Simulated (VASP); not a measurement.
# FeO (Fm-3m) in VASP: single point with PBE+U

Aim: the single point of FeO with PBE+U.

Everything below comes from runs of VASP 6.6.1. Logs are shortened: lines on timing, memory, paths and dates and some standing lists are left out, and cuts for length are marked.

## (1) The cell of the first run

It takes space group Fm-3m (No. 225, cubic). Conventional cell: a = 4.400 Å, b = 4.400 Å, c = 4.400 Å, α = 90.00°, β = 90.00°, γ = 90.00°. Fe (site symmetry m-3m) has 6 O at 2.20 Å within 2.9 Å. Within 2.9 Å of O (site symmetry m-3m) lie 6 Fe at 2.20 Å.

## (2) Single point, PBE+U, collinear spin, antiferromagnetic start

The input, INCAR:

```
PREC = Accurate
ENCUT = 600
EDIFF = 1E-6
ISMEAR = -1
SIGMA = 0.1
LREAL = F
LASPH = T
NELM = 200
ALGO = Normal
ISIF = 2
LWAVE = F
LCHARG = T
ISPIN = 2
MAGMOM = 0.6 -0.6 0 0
LORBIT = 11
LMAXMIX = 4
LDAU = T
LDAUTYPE = 2
LDAUL = 2 -1
LDAUU = 10 0
LDAUJ = 0 0
LDAUPRINT = 1
GGA = PE
LELF = T
LVHAR = T
NBANDS = 26
GGA_COMPAT = F
```

The input, KPOINTS:

```
regular mesh
0
Gamma
  3 3 3
```

The input, POSCAR:

```
FeO
1.0
    4.4000000000      2.2000000000      2.2000000000
    2.2000000000      4.4000000000      2.2000000000
    2.2000000000      2.2000000000      4.4000000000
Fe O
2 2
Direct
    0.0000000000      0.0000000000      0.0000000000
    0.5000000000      0.5000000000      0.5000000000
    0.2500000000      0.2500000000      0.2500000000
    0.7500000000      0.7500000000      0.7500000000
```

Potentials or basis: VASP PAW PBE potentials, release 64 (Fe, O).

The run is started by

```console
$ cat potpaw_PBE.64/Fe/POTCAR potpaw_PBE.64/O/POTCAR > POTCAR
$ mpirun -np 1 vasp_std > vasp.out
```

OUTCAR:

```text
PREC = Accurate
   ENCUT = 600
   EDIFF = 1E-6
   ISMEAR = -1
   LREAL = F
   LASPH = T
   NELM = 200
   ISIF = 2
   ISPIN = 2
   LORBIT = 11
   GGA = PE

 ion  position               nearest neighbor table
   1  0.000  0.000  0.000-   4 2.20   4 2.20   4 2.20   3 2.20   3 2.20   3 2.20   2 3.11   2 3.11
                             2 3.11   2 3.11   2 3.11   2 3.11
   2  0.500  0.500  0.500-   3 2.20   3 2.20   3 2.20   4 2.20   4 2.20   4 2.20   1 3.11   1 3.11
                             1 3.11   1 3.11   1 3.11   1 3.11
   3  0.250  0.250  0.250-   1 2.20   1 2.20   1 2.20   2 2.20   2 2.20   2 2.20
   4  0.750  0.750  0.750-   2 2.20   2 2.20   2 2.20   1 2.20   1 2.20   1 2.20

  LATTYP: Found a trigonal (rhomboedric) cell.
 ALAT       =     5.3888774341
 COS(alpha) =     0.8333333333

  Lattice vectors:

 A1 = (   4.4000000000,   2.2000000000,   2.2000000000)
 A2 = (   2.2000000000,   4.4000000000,   2.2000000000)
 A3 = (   2.2000000000,   2.2000000000,   4.4000000000)

Analysis of symmetry for initial positions (statically):
=====================================================================
 Subroutine PRICEL returns following result:

  LATTYP: Found a face centered cubic cell.
 ALAT       =     4.4000000000
[... 12 lines left out ...]
 Subroutine GETGRP returns: Found 12 space group operations
 (whereof 12 operations were pure point group operations)
 out of a pool of 12 trial point group operations.

The static configuration has the point symmetry D_3d.

Analysis of symmetry for dynamics (positions and initial velocities):
=====================================================================
 Subroutine PRICEL returns following result:

  LATTYP: Found a face centered cubic cell.
 ALAT       =     4.4000000000
[... 12 lines left out ...]
 Subroutine GETGRP returns: Found 12 space group operations
 (whereof 12 operations were pure point group operations)
 out of a pool of 12 trial point group operations.

The dynamic configuration has the point symmetry D_3d.

Analysis of structural, dynamic, and magnetic symmetry:
=====================================================================
 Subroutine PRICEL returns following result:

  LATTYP: Found a face centered cubic cell.
 ALAT       =     4.4000000000
[... 12 lines left out ...]
 Subroutine GETGRP returns: Found 12 space group operations
 (whereof 12 operations were pure point group operations)
 out of a pool of 12 trial point group operations.

The overall configuration has the point symmetry D_3d.

 Subroutine INISYM returns: Found 12 space group operations
 (whereof 12 operations are pure point group operations),
 and found     2 'primitive' translations

----------------------------------------------------------------------------------------

                                     Primitive cell

  volume of cell :      21.2960

  direct lattice vectors                    reciprocal lattice vectors
     0.000000000 -2.200000000  2.200000000     0.227272727 -0.227272727  0.227272727
    -2.200000000  0.000000000  2.200000000    -0.227272727  0.227272727  0.227272727
    -2.200000000 -2.200000000  0.000000000    -0.227272727 -0.227272727 -0.227272727

  length of vectors
     3.111269837  3.111269837  3.111269837     0.393647911  0.393647911  0.393647911

  position of ions in fractional coordinates (direct lattice)
     0.000000000  0.000000000  0.000000000
     0.500000000  0.500000000  0.500000000

  ion indices of the primitive-cell ions
[... 125 lines left out ...]
  o =  0.4950  v =  0.0000  0.0000  0.0000  0.0000  0.0000  0.1154 -0.7089 -0.0551  0.5935  0.3590      0.0000  0.0000  0.0000  0.0000  0.0000  0.0000  0.0000  0.0000  0.0000  0.0000
  o =  0.4950  v =  0.0000  0.0000  0.0000  0.0000  0.0000  0.7519 -0.2760 -0.3590 -0.4759 -0.0551      0.0000  0.0000  0.0000  0.0000  0.0000  0.0000  0.0000  0.0000  0.0000  0.0000
  o =  0.9965  v = -0.8163  0.3960 -0.0110  0.4203 -0.0002  0.0000  0.0000  0.0000  0.0000  0.0000      0.0000  0.0000  0.0000  0.0000  0.0000  0.0000  0.0000  0.0000  0.0000  0.0000
  o =  0.9965  v = -0.0140  0.7140 -0.0002 -0.6999  0.0110  0.0000  0.0000  0.0000  0.0000  0.0000      0.0000  0.0000  0.0000  0.0000  0.0000  0.0000  0.0000  0.0000  0.0000  0.0000
  o =  0.9968  v =  0.5774  0.5774 -0.0000  0.5774  0.0000  0.0000  0.0000  0.0000  0.0000  0.0000      0.0000  0.0000  0.0000  0.0000  0.0000  0.0000  0.0000  0.0000  0.0000  0.0000
  o =  1.0612  v = -0.0090  0.0045  0.9999  0.0045 -0.0000  0.0000  0.0000  0.0000  0.0000  0.0000      0.0000  0.0000  0.0000  0.0000  0.0000  0.0000  0.0000  0.0000  0.0000  0.0000
  o =  1.0612  v =  0.0000 -0.0078  0.0000  0.0078  0.9999  0.0000  0.0000  0.0000  0.0000  0.0000      0.0000  0.0000  0.0000  0.0000  0.0000  0.0000  0.0000  0.0000  0.0000  0.0000

atom =   2  type =  1  l = 2

 onsite density matrix

spin component  1

  0.2969 -0.1398 -0.1219 -0.1398 -0.0000
 -0.1398  0.2969  0.0610 -0.1398 -0.1056
 -0.1219  0.0610  0.1119  0.0610 -0.0000
 -0.1398 -0.1398  0.0610  0.2969  0.1056
 -0.0000 -0.1056 -0.0000  0.1056  0.1119

spin component  2

  0.9966  0.0001 -0.0006  0.0001  0.0000
  0.0001  0.9966  0.0003  0.0001 -0.0005
 -0.0006  0.0003  1.0612  0.0003  0.0000
  0.0001  0.0001  0.0003  0.9966  0.0005
  0.0000 -0.0005  0.0000  0.0005  1.0612

 occupancies and eigenvectors

  o =  0.0173  v = -0.5774 -0.5774  0.0000 -0.5774 -0.0000  0.0000  0.0000  0.0000  0.0000  0.0000      0.0000  0.0000  0.0000  0.0000  0.0000  0.0000  0.0000  0.0000  0.0000  0.0000
  o =  0.0537  v = -0.0011  0.2574 -0.0033 -0.2563  0.9317  0.0000  0.0000  0.0000  0.0000  0.0000      0.0000  0.0000  0.0000  0.0000  0.0000  0.0000  0.0000  0.0000  0.0000  0.0000
  o =  0.0537  v = -0.2966  0.1474 -0.9317  0.1492 -0.0033  0.0000  0.0000  0.0000  0.0000  0.0000      0.0000  0.0000  0.0000  0.0000  0.0000  0.0000  0.0000  0.0000  0.0000  0.0000
  o =  0.4950  v =  0.1117 -0.7075 -0.0533  0.5958  0.3593  0.0000  0.0000  0.0000  0.0000  0.0000      0.0000  0.0000  0.0000  0.0000  0.0000  0.0000  0.0000  0.0000  0.0000  0.0000
  o =  0.4950  v =  0.7525 -0.2795 -0.3593 -0.4730 -0.0533  0.0000  0.0000  0.0000  0.0000  0.0000      0.0000  0.0000  0.0000  0.0000  0.0000  0.0000  0.0000  0.0000  0.0000  0.0000
  o =  0.9965  v =  0.0000  0.0000  0.0000  0.0000  0.0000 -0.7706  0.1517 -0.0104  0.6189 -0.0036      0.0000  0.0000  0.0000  0.0000  0.0000  0.0000  0.0000  0.0000  0.0000  0.0000
  o =  0.9965  v =  0.0000  0.0000  0.0000  0.0000  0.0000 -0.2698  0.8022 -0.0036 -0.5325  0.0104      0.0000  0.0000  0.0000  0.0000  0.0000  0.0000  0.0000  0.0000  0.0000  0.0000
  o =  0.9968  v =  0.0000  0.0000  0.0000  0.0000  0.0000  0.5774  0.5774 -0.0000  0.5774  0.0000      0.0000  0.0000  0.0000  0.0000  0.0000  0.0000  0.0000  0.0000  0.0000  0.0000
  o =  1.0612  v =  0.0000  0.0000  0.0000  0.0000  0.0000 -0.0090  0.0045  0.9999  0.0045 -0.0000      0.0000  0.0000  0.0000  0.0000  0.0000  0.0000  0.0000  0.0000  0.0000  0.0000
  o =  1.0612  v =  0.0000  0.0000  0.0000  0.0000  0.0000  0.0000 -0.0078  0.0000  0.0078  0.9999      0.0000  0.0000  0.0000  0.0000  0.0000  0.0000  0.0000  0.0000  0.0000  0.0000

 number of electron      28.0000001 magnetization      -0.0000000

 Free energy of the ion-electron system (eV)
  ---------------------------------------------------
  ext. energy  EPLUGINS =         0.00000000
  ---------------------------------------------------
  free energy    TOTEN  =       -22.04662809 eV

  energy without entropy =      -21.96502886  energy(sigma->0) =      -22.00582848

 E-fermi :   5.5025     XC(G=0): -11.7417

 val. band max:        5.1180836771   @ k =   0.0000   0.0000   0.0000
 cond. band min:       5.5883809576   @ k =  -0.3333   0.3333   0.0000
 fundamental gap:      0.4702972804
 Fermi energy:         5.5024832826

 spin component 1

 k-point     1 :       0.0000    0.0000    0.0000
  band No.  band energies     occupation
      1     -14.2492      1.00000
      2     -13.2005      1.00000
      3      -4.3666      1.00000
      4      -4.3666      1.00000
      5      -4.1912      1.00000
      6      -2.8121      1.00000
[... 163 lines left out ...]
     25      18.6691      0.00000
     26      19.9479      0.00000
 Fermi energy:         5.5024832826

 spin component 2

 k-point     1 :       0.0000    0.0000    0.0000
  band No.  band energies     occupation
      1     -14.2492      1.00000
      2     -13.2005      1.00000
      3      -4.3666      1.00000
      4      -4.3666      1.00000
      5      -4.1912      1.00000
      6      -2.8121      1.00000
[... 163 lines left out ...]
     25      18.6691      0.00000
     26      19.9226      0.00000

------------------------ aborting loop because EDIFF is reached ----------------------------------------

  FORCE on cell =-STRESS in cart. coord.  units (eV):
  Direction    XX          YY          ZZ          XY          YZ          ZX
  --------------------------------------------------------------------------------------
  -------------------------------------------------------------------------------------
  Total       -2.7560958     -2.7560958     -2.7560958      0.0391297      0.0391297      0.0391297
  in kB     -103.6756711   -103.6756711   -103.6756711      1.4719371      1.4719371      1.4719371
  external PRESSURE =    -103.6756711 kB  Pullay stress =       0.0000000 kB

 VOLUME and BASIS-vectors are now :
 -----------------------------------------------------------------------------
  energy-cutoff  :      600.00
  volume of cell :       42.59
      direct lattice vectors                 reciprocal lattice vectors
     4.400000000  2.200000000  2.200000000     0.340909091 -0.113636364 -0.113636364
     2.200000000  4.400000000  2.200000000    -0.113636364  0.340909091 -0.113636364
     2.200000000  2.200000000  4.400000000    -0.113636364 -0.113636364  0.340909091

 POSITION                                       TOTAL-FORCE (eV/Angst)
 -----------------------------------------------------------------------------------
      0.00000      0.00000      0.00000         0.000000     -0.000000     -0.000000
      4.40000      4.40000      4.40000        -0.000000      0.000000      0.000000
      2.20000      2.20000      2.20000        -0.000000      0.000000      0.000000
      6.60000      6.60000      6.60000         0.000000     -0.000000      0.000000
 -----------------------------------------------------------------------------------
    total drift:                                0.000000     -0.000000     -0.000000

  FREE ENERGIE OF THE ION-ELECTRON SYSTEM (eV)
  ---------------------------------------------------
  free  energy   TOTEN  =       -22.0466280898 eV

  energy  without entropy=      -21.9650288603  energy(sigma->0) =      -22.00582848

 total charge

# of ion       s       p       d       tot
------------------------------------------
    1        0.274   0.326   6.198   6.797
    2        0.274   0.326   6.198   6.797
    3        1.546   3.442   0.000   4.988
    4        1.546   3.442   0.000   4.988
--------------------------------------------------
tot          3.640   7.536  12.396  23.571

 magnetization (x)

# of ion       s       p       d       tot
------------------------------------------
    1        0.019   0.017   3.982   4.018
    2       -0.019  -0.017  -3.982  -4.018
    3        0.000   0.000   0.000   0.000
    4        0.000   0.000   0.000   0.000
--------------------------------------------------
tot          0.000  -0.000   0.000   0.000
```

Run time: 65 s. Hardware: 1 thread of Intel Xeon 6975P-C (Granite Rapids), shared host; peak memory 0.39 GiB.

Results:

- Free energy: -22.0466 eV
- Pressure: -10.4 GPa
- Band gap on the k mesh: zero (filled and empty bands overlap)
- Net moment: 0.00 μB per cell
- Site moments: Fe +4.02, -4.02; O +0.00 μB
- Valence electrons inside the program's atomic spheres: Fe 6.80; O 4.99

Levels at points of the mesh, in eV from the Fermi level:
Spin up:
| k point | band 12 | band 13 | band 14 | band 15 | band 16 | band 17 |
| --- | --- | --- | --- | --- | --- | --- |
| (0.00, 0.00, 0.00) | -3.07 | -3.07 | -0.38 | -0.38 | 0.31 | 4.30 |
Spin down:
```
           k point  band 10  band 11  band 12  band 13  band 14  band 15  band 16  band 17  band 18  band 19
(0.00, 0.00, 0.00)    -3.10    -3.08    -3.07    -3.07    -0.38    -0.38     0.31     4.30     4.42     5.16
```

Eigenvalues of the final occupation matrices:
```
    site  spin  trace               eigenvalues
site 1 d     1   5.11  1.00 1.00 1.00 1.06 1.06
site 1 d     2   1.11  0.02 0.05 0.05 0.49 0.49
site 2 d     1   1.11  0.02 0.05 0.05 0.49 0.49
site 2 d     2   5.11  1.00 1.00 1.00 1.06 1.06
```

Caveat: the k points lie up to 0.79 Å⁻¹ apart. The state reached can hang on the start; a lower one may exist.
